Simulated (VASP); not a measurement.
# BP (F-43m) in VASP: single point with PBE

Aim: the single point of BP with PBE.

Everything below comes from runs of VASP 6.6.1. Logs are shortened: lines on timing, memory, paths and dates and some standing lists are left out, and cuts for length are marked.

## 1. The cell of the first run

It takes space group F-43m (No. 216, cubic). The conventional cell has a = 4.555 Å, b = 4.555 Å, c = 4.555 Å, α = 90.00°, β = 90.00°, γ = 90.00°. P (site symmetry -43m) has 4 B at 1.97 Å within 2.6 Å. Within 2.6 Å of B (site symmetry -43m) lie 4 P at 1.97 Å.

## 2. Single point, PBE

Input file INCAR:

```
PREC = Accurate
ENCUT = 500
EDIFF = 1E-6
ISMEAR = 0
SIGMA = 0.0252
LREAL = False
LASPH = True
NELM = 120
ALGO = Normal
ISIF = 2
LWAVE = False
LCHARG = False
GGA = PE
NBANDS = 11
GGA_COMPAT = False
```

Input file KPOINTS:

```
regular mesh
0
Gamma
  10 10 10
```

Input file POSCAR:

```
BP
1.0
    0.0000000000      2.2775080000      2.2775080000
    2.2775080000      0.0000000000      2.2775080000
    2.2775080000      2.2775080000      0.0000000000
P B
1 1
Direct
    0.2500000000      0.2500000000      0.2500000000
    0.0000000000      0.0000000000      0.0000000000
```

Potentials or basis: VASP PAW PBE potentials, release 64 (P, B).

Started as:

```sh
$ cat potpaw_PBE.64/P/POTCAR potpaw_PBE.64/B/POTCAR > POTCAR
$ mpirun -np 1 vasp_std > vasp.out
```

OUTCAR:

```text
PREC = Accurate
   ENCUT = 500
   EDIFF = 1E-6
   ISMEAR = 0
   LREAL = False
   LASPH = True
   NELM = 120
   ISIF = 2
   GGA = PE

 ion  position               nearest neighbor table
   1  0.250  0.250  0.250-   2 1.97   2 1.97   2 1.97   2 1.97
   2  0.000  0.000  0.000-   1 1.97   1 1.97   1 1.97   1 1.97

  LATTYP: Found a face centered cubic cell.
 ALAT       =     4.5550160000

  Lattice vectors:

 A1 = (   0.0000000000,   2.2775080000,   2.2775080000)
 A2 = (   2.2775080000,   0.0000000000,   2.2775080000)
 A3 = (   2.2775080000,   2.2775080000,   0.0000000000)

Analysis of symmetry for initial positions (statically):
[... 5 lines left out ...]
 face centered cubic supercell.

 Subroutine GETGRP returns: Found 24 space group operations
 (whereof 24 operations were pure point group operations)
 out of a pool of 48 trial point group operations.

The static configuration has the point symmetry T_d .

Analysis of symmetry for dynamics (positions and initial velocities):
[... 5 lines left out ...]
 face centered cubic supercell.

 Subroutine GETGRP returns: Found 24 space group operations
 (whereof 24 operations were pure point group operations)
 out of a pool of 48 trial point group operations.

The dynamic configuration has the point symmetry T_d .

 Subroutine INISYM returns: Found 24 space group operations
 (whereof 24 operations are pure point group operations),
 and found     1 'primitive' translations

----------------------------------------------------------------------------------------

                                     Primitive cell

  volume of cell :      23.6271

  direct lattice vectors                    reciprocal lattice vectors
     0.000000000  2.277508000  2.277508000    -0.219538197  0.219538197  0.219538197
     2.277508000  0.000000000  2.277508000     0.219538197 -0.219538197  0.219538197
     2.277508000  2.277508000  0.000000000     0.219538197  0.219538197 -0.219538197

  length of vectors
     3.220882702  3.220882702  3.220882702     0.380251311  0.380251311  0.380251311

  position of ions in fractional coordinates (direct lattice)
     0.250000000  0.250000000  0.250000000
     0.000000000  0.000000000  0.000000000

  ion indices of the primitive-cell ions
   primitive index   ion index
                 1           1
                 2           2

----------------------------------------------------------------------------------------

 KPOINTS: regular mesh

Automatic generation of k-mesh.
 Grid dimensions read from file:
 generate k-points for:   10   10   10

 Generating k-lattice:

  Cartesian coordinates                     Fractional coordinates (reciprocal lattice)
    -0.021953820  0.021953820  0.021953820     0.100000000  0.000000000  0.000000000
     0.021953820 -0.021953820  0.021953820     0.000000000  0.100000000  0.000000000
     0.021953820  0.021953820 -0.021953820     0.000000000  0.000000000  0.100000000

  Length of vectors
     0.038025131  0.038025131  0.038025131

  Shift w.r.t. Gamma in fractional coordinates (k-lattice)
     0.000000000  0.000000000  0.000000000

 Subroutine IBZKPT returns following result:
 ===========================================

 Found     47 irreducible k-points:

 Following reciprocal coordinates:
            Coordinates               Weight
  0.000000  0.000000  0.000000      1.000000
  0.100000  0.000000  0.000000      8.000000
  0.200000  0.000000  0.000000      8.000000
  0.300000  0.000000  0.000000      8.000000
  0.400000  0.000000  0.000000      8.000000
  0.500000  0.000000  0.000000      4.000000
[... 16 lines left out ...]
  0.300000  0.300000  0.000000      6.000000
  0.400000  0.300000  0.000000     24.000000
 [... further k-points ...]
   k-points           NKPTS =     47   k-points in BZ     NKDIM =     47   number of bands    NBANDS=     11
   number of dos      NEDOS =    301   number of ions     NIONS =      2
   total plane-waves  NPLWV =  13824
   dimension x,y,z NGX =    24 NGY =   24 NGZ =   24
   dimension x,y,z NGXF=    48 NGYF=   48 NGZF=   48
   ions per type =               1   1
   NGX,Y,Z   is equivalent  to a cutoff of  12.39, 12.39, 12.39 a.u.
   NGXF,Y,Z  is equivalent  to a cutoff of  24.78, 24.78, 24.78 a.u.
 SYSTEM =  unknown system
   PREC   = accura    normal or accurate (medium, high low for compatibility)
   ISTART =      0    job   : 0-new  1-cont  2-samecut
   ICHARG =      2    charge: 1-file 2-atom 10-const
   ISPIN  =      1    spin polarized calculation?
   LNONCOLLINEAR =      F non collinear calculations
   LSORBIT =      F    spin-orbit coupling
   LASPH  =      T    aspherical Exc in radial PAW
   ENCUT  =  500.0 eV  36.75 Ry    6.06 a.u.   5.87  5.87  5.87*2*pi/ulx,y,z
   NELM   =    120;   NELMIN=  2; NELMDL= -5     # of ELM steps
   EDIFF  = 0.1E-05   stopping-criterion for ELM
   LREAL  =      F    real-space projection
   EDIFFG = 0.1E-04   stopping-criterion for IOM
   NSW    =      0    number of steps for IOM
   IBRION =     -1    ionic relax: 0-MD 1-quasi-New 2-CG
   NFREE  =      0    steps in history (QN), initial steepest desc. (CG)
   ISIF   =      2    stress and relaxation
   ISYM   =      2    0-nonsym 1-usesym 2-fastsym
   POTIM  = 0.5000    time-step for ionic-motion
   TEBEG  =    0.0;   TEEND  =   0.0 temperature during run
   PSTRESS=    0.0 pullay stress
   NELECT =       8.0000    total number of electrons
   NUPDOWN=      -1.0000    fix difference up-down
   EMIN   =  10.00;   EMAX   =-10.00  energy-range for DOS
   EFERMI =   0.00;   METHOD = LEGACY
   ISMEAR =     0;   SIGMA  =   0.03  broadening in eV -4-tet -1-fermi 0-gaus
   EFERMI_NEDOS =   21; number of points for ismear=-14 and -15
   IALGO  =     38    algorithm
   IMIX   =      4    mixing-type and parameters
     AMIX     =   0.40;   BMIX     =  1.00
     AMIX_MAG =   1.60;   BMIX_MAG =  1.00
  volume/ion in A,a.u.               =      11.81        79.72
  Fermi-wavevector in a.u.,A,eV,Ry     =   1.141042  2.156256 17.714467  1.301977
  Thomas-Fermi vector in A             =   2.277743
   LORBIT       =      0    0 simple, 1 ext, 2 COOP (PROOUT), +10 PAW based schemes
   GGA     = PE    functional components
   LHFCALC =     F    Hartree Fock is set to
   AEXX    =    0.0000 exact exchange contribution
   IVDW    =     0    specifies the selected vdW correction
   LEPSILON=     F    determine dielectric tensor
   LRPA    =     F    only Hartree local field effects (RPA)
 non-spin polarized calculation
 Gauss-broadening in eV      SIGMA  =   0.03
  energy-cutoff  :      500.00
  volume of cell :       23.63
 maximum number of plane-waves:       612
   NGX = 11   NGY = 11   NGZ = 11

 number of electron       8.0000000 magnetization

 Free energy of the ion-electron system (eV)
  ---------------------------------------------------
  ext. energy  EPLUGINS =         0.00000000
  ---------------------------------------------------
  free energy    TOTEN  =       -12.93023848 eV

  energy without entropy =      -12.93023848  energy(sigma->0) =      -12.93023848

 E-fermi :   7.4204     XC(G=0): -10.8590

 val. band max:        7.3004618327   @ k =   0.0000   0.0000   0.0000
 cond. band min:       8.5550742201   @ k =   0.4000   0.4000   0.0000
 fundamental gap:      1.2546123874
 Fermi energy:         7.4204168331

 k-point     1 :       0.0000    0.0000    0.0000
  band No.  band energies     occupation
      1      -8.0601      2.00000
      2       7.3005      2.00000
      3       7.3005      2.00000
      4       7.3005      2.00000
      5      10.6849      0.00000
      6      10.6849      0.00000
      7      10.6849      0.00000
      8      14.5044      0.00000
      9      18.7382      0.00000
     10      19.3974      0.00000
     11      19.3974      0.00000

 k-point     2 :       0.1000    0.0000    0.0000
  band No.  band energies     occupation
      1      -7.8815      2.00000
      2       6.0065      2.00000
      3       7.0087      2.00000
      4       7.0087      2.00000
      5      11.0891      0.00000
      6      11.0891      0.00000
      7      11.1103      0.00000
      8      15.0372      0.00000
      9      18.7207      0.00000
     10      18.7207      0.00000
     11      19.3010      0.00000

 k-point     3 :       0.2000    0.0000    0.0000
  band No.  band energies     occupation
      1      -7.3530      2.00000
      2       3.6815      2.00000
      3       6.4544      2.00000
      4       6.4544      2.00000
      5      11.2879      0.00000
      6      11.8044      0.00000
      7      11.8044      0.00000
      8      16.2425      0.00000
      9      18.1242      0.00000
     10      18.1242      0.00000
     11      20.1571      0.00000

 k-point     4 :       0.3000    0.0000    0.0000
  band No.  band energies     occupation
      1      -6.5049      2.00000
      2       1.3415      2.00000
      3       5.9688      2.00000
      4       5.9688      2.00000
      5      11.1824      0.00000
      6      12.1392      0.00000
      7      12.1392      0.00000
      8      17.1994      0.00000
      9      18.6887      0.00000
     10      18.6887      0.00000
     11      20.4031      0.00000

 k-point     5 :       0.4000    0.0000    0.0000
  band No.  band energies     occupation
      1      -5.4514      2.00000
      2      -0.6582      2.00000
      3       5.6608      2.00000
      4       5.6608      2.00000
      5      11.0618      0.00000
      6      12.0787      0.00000
      7      12.0787      0.00000
      8      17.4180      0.00000
      9      20.3582      0.00000
     10      20.3582      0.00000
     11      21.2836      0.00000
[... 211 lines left out ...]
 k-point    21 :      -0.3000    0.2000    0.0000
  band No.  band energies     occupation
      1      -5.2291      2.00000
      2       0.3666      2.00000
      3       2.6832      2.00000
      4       5.3981      2.00000
      5      11.1815      0.00000
      6      13.4026      0.00000
      7      14.1585      0.00000
      8      16.5569      0.00000
      9      17.6593      0.00000
     10      19.8970      0.00000
     11      24.1660      0.00000

 k-point    22 :      -0.2000    0.2000    0.0000
  band No.  band energies     occupation
      1      -6.2162      2.00000
      2       2.0782      2.00000
      3       3.1724      2.00000
      4       6.0664      2.00000
      5      11.7471      0.00000
      6      12.5876      0.00000
      7      13.6391      0.00000
      8      15.5615      0.00000
      9      16.7943      0.00000
     10      20.8347      0.00000
     11      22.9584      0.00000

 k-point    23 :       0.3000    0.3000    0.0000
  band No.  band energies     occupation
      1      -5.9659      2.00000
      2       2.4792      2.00000
      3       4.1127      2.00000
      4       4.1127      2.00000
      5       8.8335      0.00000
      6      11.2155      0.00000
      7      16.0956      0.00000
      8      16.0956      0.00000
      9      20.2140      0.00000
     10      21.6351      0.00000
     11      23.6993      0.00000

 k-point    24 :       0.4000    0.3000    0.0000
  band No.  band energies     occupation
      1      -5.1501      2.00000
      2       1.1647      2.00000
      3       3.2940      2.00000
      4       3.8204      2.00000
      5       9.1208      0.00000
      6      10.9268      0.00000
      7      16.6977      0.00000
      8      16.7174      0.00000
      9      21.1704      0.00000
     10      22.4990      0.00000
     11      24.1994      0.00000

 [... further k-points ...]
[... 5 lines left out ...]
  --------------------------------------------------------------------------------------
  -------------------------------------------------------------------------------------
  Total       -0.1345790     -0.1345790     -0.1345790      0.0000000      0.0000000      0.0000000
  in kB       -9.1259512     -9.1259512     -9.1259512      0.0000000      0.0000000      0.0000000
  external PRESSURE =      -9.1259512 kB  Pullay stress =       0.0000000 kB

 VOLUME and BASIS-vectors are now :
 -----------------------------------------------------------------------------
  energy-cutoff  :      500.00
  volume of cell :       23.63
      direct lattice vectors                 reciprocal lattice vectors
     0.000000000  2.277508000  2.277508000    -0.219538197  0.219538197  0.219538197
     2.277508000  0.000000000  2.277508000     0.219538197 -0.219538197  0.219538197
     2.277508000  2.277508000  0.000000000     0.219538197  0.219538197 -0.219538197

 POSITION                                       TOTAL-FORCE (eV/Angst)
 -----------------------------------------------------------------------------------
      1.13875      1.13875      1.13875         0.000000      0.000000      0.000000
      0.00000      0.00000      0.00000        -0.000000     -0.000000     -0.000000
 -----------------------------------------------------------------------------------
    total drift:                                0.000000      0.000000      0.000000

  FREE ENERGIE OF THE ION-ELECTRON SYSTEM (eV)
  ---------------------------------------------------
  free  energy   TOTEN  =       -12.9302384788 eV

  energy  without entropy=      -12.9302384788  energy(sigma->0) =      -12.93023848
```

Run time: 4.2 s. Hardware: 1 thread of Intel Xeon 6975P-C (Granite Rapids), shared host; peak memory 0.13 GiB.

What came out:

- Free energy: -12.9302 eV
- Pressure: -0.9 GPa
- Band gap on the k mesh: 1.25 eV, indirect (least direct gap 3.38 eV)
